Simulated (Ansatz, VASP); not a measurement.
# One calculation of Ga3SbSe4, two programs

```
Ga Sb Se
1.0
     8.27456    0.00000    0.00000
     0.00000    6.80357    0.00000
     0.00000    0.00000    7.83459
Ga Sb Se
6 2 8
Direct
  0.74616 0.68290 0.49014
  0.25384 0.68290 0.49014
  0.00000 0.25286 0.54453
  0.24616 0.31710 0.99014
  0.75384 0.31710 0.99014
  0.50000 0.74714 0.04453
  0.00000 0.72353 0.06007
  0.50000 0.27647 0.56007
  0.00000 0.10593 0.92434
  0.24371 0.63342 0.81108
  0.75629 0.63342 0.81108
  0.00000 0.86716 0.40863
  0.50000 0.89407 0.42434
  0.74371 0.36658 0.31108
  0.25629 0.36658 0.31108
  0.50000 0.13284 0.90863
```

Alike in both runs: task single point; functional PBE; k mesh 2 × 4 × 2; occupations gaussian, width 0.1 eV; no spin polarisation.

|  | VASP | Ansatz |
| --- | --- | --- |
| version | VASP 6.6.1 | Ansatz 0.2.0 |
| potentials or method | VASP PAW PBE potentials, release 64 (Ga_d, Sb, Se), cutoff 520 eV | scalar-relativistic, plane waves, PAW |
| valence electrons in the cell | 136 | 236 |

|  | VASP | Ansatz | Ansatz less VASP |
| --- | --- | --- | --- |
| gap on the k mesh at the Fermi level (eV) | none | none | - |
| pressure (GPa) | 0.3 | 0.2 | -0.06 |
| traceless stress, the component that is largest in VASP (GPa) | 0.53 | 0.53 | +0.001 |
| rms of the force components (eV/Å) | 0.040 | 0.038 | -0.0024 |

Atom by atom the forces differ by 0.004 eV/Å (rms over components). A gap of «none» marks a metal or a gap that the smearing closes. The functional is the same, so the differences come from potentials, cutoffs and numerics. VASP's potentials hold 136 valence electrons a cell and Ansatz's 236, so a difference there can come from the potentials and not from the codes.

The k mesh is coarse, so the values compare programs but aren't converged. Neither program's run includes spin-orbit coupling.
